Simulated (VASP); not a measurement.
A run of VASP 6.6.1:

The input INCAR:

```
SYSTEM = Sn
PREC     = Accurate       ! precision mode
ENCUT    = 520            ! plane-wave cutoff, eV
EDIFF    = 1E-7           ! SCF threshold, eV
ISMEAR   = 0              ! smearing method
SIGMA    = 0.15           ! smearing width, eV
LREAL    = .FALSE.        ! projectors in reciprocal space
LASPH    = .TRUE.         ! aspherical terms in the spheres
NELM     = 80             ! most SCF steps
ALGO     = Fast           ! electronic algorithm
ISIF     = 2              ! what is computed and relaxed
LWAVE    = .FALSE.        ! write WAVECAR
LCHARG   = .TRUE.         ! write CHGCAR
GGA      = PS             ! functional
LELF     = .TRUE.         ! ELF
LVHAR    = .TRUE.       
NBANDS   = 21             ! bands
```

KPOINTS

```
Automatic mesh
0
G
  16 16 16
  0 0 0
```

POSCAR

```
Sn
1.0
    0.0000000000      3.2707792798      3.0091169374
    3.2707792798      0.0000000000      3.0091169374
    3.2707792798      3.2707792798      0.0000000000
Sn
2
Direct
    0.5000000000      0.5000000000      0.5000000000
    0.7500000000      0.7500000000      0.7500000000
```

Potentials or basis: VASP PAW PBE potentials, release 64 (Sn_d).

The run is started by

```bash
$ cat potpaw_PBE.64/Sn_d/POTCAR > POTCAR
$ mpirun -np 1 vasp_std > vasp.out
```

Hardware: 1 thread of Intel(R) Xeon(R) 6975P-C (Granite Rapids) (shared host).

How long does it take, and how much memory?

It took 3.5 min on 1 thread of Intel(R) Xeon(R) 6975P-C (Granite Rapids), with other jobs on the host, peak memory 0.48 GiB. Counts: scf iterations 15, k points 349.
